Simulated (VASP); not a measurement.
# C: relaxation of cell and atoms with PBE

The system is C.

```xyz
2
Lattice="0.0000 1.7834 1.7834 1.7834 0.0000 1.7834 1.7834 1.7834 0.0000" Properties=species:S:1:pos:R:3 pbc="T T T"
C     0.0000    0.0000    0.0000
C     0.8917    0.8917    0.8917
```

```
Program                : VASP 6.6.1
Task                   : relaxation of cell and atoms
Functional             : PBE
Potentials or basis    : VASP PAW PBE potentials, release 64 (C)
Cutoff                 : 600 eV
k mesh                 : 12 × 12 × 12
Occupations            : gaussian, width 0.02 eV
Spin                   : no spin polarisation
Dipole correction      : no
Further INCAR settings : ALGO = Normal; EDIFF = 1e-06; IBRION = 2; EDIFFG = -0.005; NSW = 100; ISIF = 3
```

```json
{
 "Relaxed volume": "5.70 Å³/atom",
 "Relaxed cell": "a = 2.526 Å, b = 2.526 Å, c = 2.526 Å, α = 60.00°, β = 60.00°, γ = 60.00°",
 "Space group after relaxing (to 0.05 Å)": "Fd-3m (No. 227)",
 "Energy gained by relaxing": "0.1 meV/atom",
 "Ionic steps": "3",
 "Pressure after relaxing": "0.0 GPa",
 "Band gap on the k mesh": "4.14 eV, indirect (least direct gap 5.58 eV)"
}
```

The path:
| step | energy change (eV) | largest force (eV/Å) | pressure (GPa) | volume (Å³) |
| --- | --- | --- | --- | --- |
| 1 | 0.0000 | 0.0000 | 1.78 | 11.34 |
| 2 | 0.0001 | 0.0000 | -2.16 | 11.45 |
| 3 | -0.0003 | 0.0000 | 0.00 | 11.39 |

Final structure:
```
C
1.0
     0.00000    1.78580    1.78580
     1.78580    0.00000    1.78580
     1.78580    1.78580    0.00000
C
2
Direct
  0.00000 0.00000 0.00000
  0.25000 0.25000 0.25000
```

Levels at points of the mesh, in eV from the valence-band top:
```tsv
k point	band 1	band 2	band 3	band 4	band 5	band 6	band 7	band 8
(0.00, 0.00, 0.00)	-21.42	0.00	0.00	0.00	5.58	5.58	5.58	13.24
(0.50, 0.00, 0.00)	-15.67	-13.33	-2.79	-2.79	8.44	8.44	8.79	15.66
(0.50, 0.50, 0.00)	-12.74	-12.74	-6.27	-6.27	4.75	4.75	16.74	16.74
```

Run time: 10 s on 1 thread of AMD EPYC 7R43 64-Core Processor (Zen 3), on a shared host, peak memory 0.08 GiB.

A k mesh can miss the band edges. As with any semilocal functional, this PBE gap is likely too small.
